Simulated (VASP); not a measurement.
# Na in VASP: a series of runs, part 2 of 2

VASP 6.6.1. The steps go on from the part before.

## 4. Electric field gradients, PBEsol (zz strain of +1 %)

Contents of INCAR:

```
SYSTEM = Na
PREC     = Accurate       ! precision mode
ENCUT    = 520            ! plane-wave cutoff, eV
EDIFF    = 1E-8           ! SCF threshold, eV
ISMEAR   = -1             ! smearing method
SIGMA    = 0.05           ! smearing width, eV
LREAL    = .FALSE.        ! projectors in reciprocal space
LASPH    = .TRUE.         ! aspherical terms in the spheres
NELM     = 80             ! most SCF steps
ALGO     = Normal         ! electronic algorithm
ISIF     = 2              ! what is computed and relaxed
LWAVE    = .FALSE.        ! write WAVECAR
LCHARG   = .FALSE.        ! write CHGCAR
GGA      = PS             ! functional
LEFG     = .TRUE.       
NBANDS   = 10             ! bands
```

Contents of KPOINTS:

```
regular mesh
0
G
  12 12 12
  0 0 0
```

Contents of POSCAR:

```
Na
1.0
   -2.1175000000      2.1175000000      2.1386750000
    2.1175000000     -2.1175000000      2.1386750000
    2.1175000000      2.1175000000     -2.1386750000
Na
1
Direct
    0.0000000000      0.0000000000      0.0000000000
```

Potentials or basis: VASP PAW PBE potentials, release 64 (Na_pv).

Run with:

```bash
$ cat potpaw_PBE.64/Na_pv/POTCAR > POTCAR
$ mpirun -np 1 vasp_std > vasp.out
```

OUTCAR:

```text
SYSTEM = Na
   PREC = Accurate
   ENCUT = 520
   EDIFF = 1E-8
   ISMEAR = -1
   LREAL = .FALSE.
   LASPH = .TRUE.
   NELM = 80
   ISIF = 2
   GGA = PS

 ion  position               nearest neighbor table
   1  0.000  0.000  0.000-

  LATTYP: Found a body centered tetragonal cell.
 ALAT       =     4.2350000000
 C/A-ratio  =     1.0100000000

  Lattice vectors:

 A1 = (  -2.1175000000,   2.1175000000,   2.1386750000)
 A2 = (   2.1175000000,  -2.1175000000,   2.1386750000)
 A3 = (   2.1175000000,   2.1175000000,  -2.1386750000)

Analysis of symmetry for initial positions (statically):
[... 514 lines left out ...]
    total drift:                                0.000000     -0.000000      0.000000

  FREE ENERGIE OF THE ION-ELECTRON SYSTEM (eV)
  ---------------------------------------------------
  free  energy   TOTEN  =        -1.3970197771 eV

  energy  without entropy=       -1.3916391578  energy(sigma->0) =       -1.39432947

 Electric field gradients (V/A^2)
---------------------------------------------------------------------
 ion       V_xx      V_yy      V_zz      V_xy      V_xz      V_yz
---------------------------------------------------------------------
   1       0.026     0.026    -0.051    -0.003    -0.003    -0.003
---------------------------------------------------------------------

 Electric field gradients after diagonalization (V/A^2)
 (convention: |V_zz| > |V_xx| > |V_yy|)
----------------------------------------------------------------------
 ion       V_xx      V_yy      V_zz     asymmetry (V_yy - V_xx)/ V_zz
----------------------------------------------------------------------
   1       0.029     0.023    -0.052       0.119
----------------------------------------------------------------------

           NMR quadrupolar parameters

 Cq : quadrupolar parameter    Cq=e*Q*V_zz/h
 eta: asymmetry parameters     (V_yy - V_xx)/ V_zz
 Q  : nuclear electric quadrupole moment in mb (millibarn)
----------------------------------------------------------------------
 ion       Cq(MHz)       eta       Q (mb)
----------------------------------------------------------------------
   1      -0.000       0.119       1.000
----------------------------------------------------------------------
```

stdout:

```text
POSCAR found type information on POSCAR Na
 POSCAR found :  1 types and       1 ions
 scaLAPACK will be used
 -----------------------------------------------------------------------------
|                                                                             |
|                                                                             |
|     You enforced a specific xc type in the INCAR file but a different       |
|     I HOPE YOU KNOW WHAT YOU ARE DOING!                                     |
|                                                                             |
 -----------------------------------------------------------------------------

 LDA part: xc-table for (Slater+PW92), standard interpolation
 POSCAR, INCAR and KPOINTS ok, starting setup
 FFT: planning ... GRIDC
 FFT: planning ... GRID_SOFT
 FFT: planning ... GRID
 WAVECAR not read
 entering main loop
ion   1
```

It took 60 s on 1 thread of AMD EPYC 7R13, shared host; peak memory 0.15 GiB.

Results:

```yaml
Free_energy: -1.3970 eV
Pressure: -0.4 GPa
Band_gap_on_the_k_mesh: zero (an odd number of electrons rules out a gap without spin polarisation)
Largest_electric_field_gradient_by_atom: Na -0.05 V/Å²
```

Levels at points of the mesh, in eV from the Fermi level:
```tsv
k point	band 2	band 3	band 4	band 5	band 6	band 7
(0.00, 0.00, 0.00)	-24.78	-24.78	-3.17	11.50	11.50	11.65
(0.50, 0.00, 0.00)	-24.79	-24.78	0.76	1.21	8.14	9.00
(0.50, 0.50, 0.00)	-24.79	-24.78	0.80	1.26	8.01	8.88
(0.50, 0.50, 0.50)	-24.80	-24.80	4.45	4.54	4.70	4.86
```

Caveat: the cell differs from its parent crystal (zz strain of +1 %); without QUAD_EFG the Cq values of the log hold for a quadrupole moment of 1 mb, not for the nuclei; the PAW data sets were made with another functional, which shifts forces and pressure a little.

## 5. Electric field gradients, PBEsol (zz strain of +3 %)

Contents of INCAR:

```
PREC = Accurate
ENCUT = 520
EDIFF = 1E-8
ISMEAR = -1
SIGMA = 0.05
LREAL = F
LASPH = T
NELM = 80
ALGO = Normal
ISIF = 2
LWAVE = F
LCHARG = F
GGA = PS
LEFG = T
NBANDS = 10
```

Contents of KPOINTS:

```
Automatic mesh
0
Gamma
  12 12 12
```

Contents of POSCAR:

```
Na
1.0
   -2.1175000000      2.1175000000      2.1810250000
    2.1175000000     -2.1175000000      2.1810250000
    2.1175000000      2.1175000000     -2.1810250000
Na
1
Direct
    0.0000000000      0.0000000000      0.0000000000
```

Potentials or basis: VASP PAW PBE potentials, release 64 (Na_pv).

Run with:

```bash
$ cat potpaw_PBE.64/Na_pv/POTCAR > POTCAR
$ mpirun -np 1 vasp_std > vasp.out
```

OUTCAR:

```text
PREC = Accurate
   ENCUT = 520
   EDIFF = 1E-8
   ISMEAR = -1
   LREAL = F
   LASPH = T
   NELM = 80
   ISIF = 2
   GGA = PS

 ion  position               nearest neighbor table
   1  0.000  0.000  0.000-

  LATTYP: Found a body centered tetragonal cell.
 ALAT       =     4.2350000000
 C/A-ratio  =     1.0300000000

  Lattice vectors:

 A1 = (  -2.1175000000,   2.1175000000,   2.1810250000)
 A2 = (   2.1175000000,  -2.1175000000,   2.1810250000)
 A3 = (   2.1175000000,   2.1175000000,  -2.1810250000)

[... 515 lines left out ...]
    total drift:                                0.000000     -0.000000      0.000000

  FREE ENERGIE OF THE ION-ELECTRON SYSTEM (eV)
  ---------------------------------------------------
  free  energy   TOTEN  =        -1.3950338338 eV

  energy  without entropy=       -1.3898289716  energy(sigma->0) =       -1.39243140

 Electric field gradients (V/A^2)
---------------------------------------------------------------------
 ion       V_xx      V_yy      V_zz      V_xy      V_xz      V_yz
---------------------------------------------------------------------
   1       0.042     0.042    -0.084    -0.002    -0.002    -0.002
---------------------------------------------------------------------

 Electric field gradients after diagonalization (V/A^2)
 (convention: |V_zz| > |V_xx| > |V_yy|)
----------------------------------------------------------------------
 ion       V_xx      V_yy      V_zz     asymmetry (V_yy - V_xx)/ V_zz
----------------------------------------------------------------------
   1       0.044     0.040    -0.084       0.040
----------------------------------------------------------------------

           NMR quadrupolar parameters

 Cq : quadrupolar parameter    Cq=e*Q*V_zz/h
 eta: asymmetry parameters     (V_yy - V_xx)/ V_zz
 Q  : nuclear electric quadrupole moment in mb (millibarn)
----------------------------------------------------------------------
 ion       Cq(MHz)       eta       Q (mb)
----------------------------------------------------------------------
   1      -0.000       0.040       1.000
----------------------------------------------------------------------
```

OSZICAR:

```text
N       E                     dE             d eps       ncg     rms          rms(c)
DAV:   1     0.265106180125E+02    0.26511E+02   -0.37299E+03  3272   0.566E+02
DAV:   2    -0.803091652376E+00   -0.27314E+02   -0.27178E+02  3322   0.143E+02
DAV:   3    -0.139215058392E+01   -0.58906E+00   -0.58846E+00  3990   0.232E+01
DAV:   4    -0.139687591735E+01   -0.47253E-02   -0.47249E-02  3824   0.202E+00
DAV:   5    -0.139694416709E+01   -0.68250E-04   -0.68249E-04  3706   0.239E-01    0.231E-01
DAV:   6    -0.139545191780E+01    0.14922E-02   -0.27422E-03  3796   0.760E-01    0.142E-01
DAV:   7    -0.139508720504E+01    0.36471E-03   -0.25065E-03  3692   0.649E-01    0.458E-02
DAV:   8    -0.139503335755E+01    0.53847E-04   -0.20339E-04  3734   0.247E-01    0.216E-03
DAV:   9    -0.139503368860E+01   -0.33106E-06   -0.79516E-07  3788   0.953E-03    0.118E-03
DAV:  10    -0.139503383412E+01   -0.14551E-06   -0.36804E-08  3708   0.118E-03    0.122E-04
DAV:  11    -0.139503383380E+01    0.31650E-09   -0.93965E-10  2236   0.418E-04
   1 F= -.13950338E+01 E0= -.13924314E+01  d E =-.520486E-02
```

stdout:

```text
POSCAR found type information on POSCAR Na
 POSCAR found :  1 types and       1 ions
 scaLAPACK will be used
 -----------------------------------------------------------------------------
|                                                                             |
|                                                                             |
|     You enforced a specific xc type in the INCAR file but a different       |
|     I HOPE YOU KNOW WHAT YOU ARE DOING!                                     |
|                                                                             |
 -----------------------------------------------------------------------------

 LDA part: xc-table for (Slater+PW92), standard interpolation
 POSCAR, INCAR and KPOINTS ok, starting setup
 FFT: planning ... GRIDC
 FFT: planning ... GRID_SOFT
 FFT: planning ... GRID
 WAVECAR not read
 entering main loop
ion   1
```

It took 62 s on 1 thread of AMD EPYC 7R13, shared host; peak memory 0.15 GiB.

Results:

```yaml
Free_energy: -1.3950 eV
Pressure: -0.5 GPa
Band_gap_on_the_k_mesh: zero (an odd number of electrons rules out a gap without spin polarisation)
Largest_electric_field_gradient_by_atom: Na -0.08 V/Å²
```

Caveat: the cell differs from its parent crystal (zz strain of +3 %); without QUAD_EFG the Cq values of the log hold for a quadrupole moment of 1 mb, not for the nuclei; the PAW data sets were made with another functional, which shifts forces and pressure a little.

## 6. Summary

```tsv
cell	gap on the mesh (eV)	pressure (GPa)
a = 3.680 Å, angles 109.7°, 1 atom	none	-0.3
a = 3.643 Å, angles 108.9°, 1 atom	none	-0.3
a = 3.680 Å, angles 109.7, 109.7, 108.9°, 1 atom	none	-0.4
a = 3.705 Å, angles 110.3, 110.3, 107.9°, 1 atom	none	-0.5
```

Alike in all rows: task electric field gradients; level PBEsol; potentials or basis VASP PAW PBE potentials, release 64 (Na_pv); no spin polarisation; k mesh 12 × 12 × 12; cutoff (eV) 520; smearing fermi-dirac 0.05 eV.

Caveats: the PAW data sets were made with another functional, which shifts forces and pressure a little.

Total energies depend on the potentials used, so only differences within one code and one set of settings carry meaning.
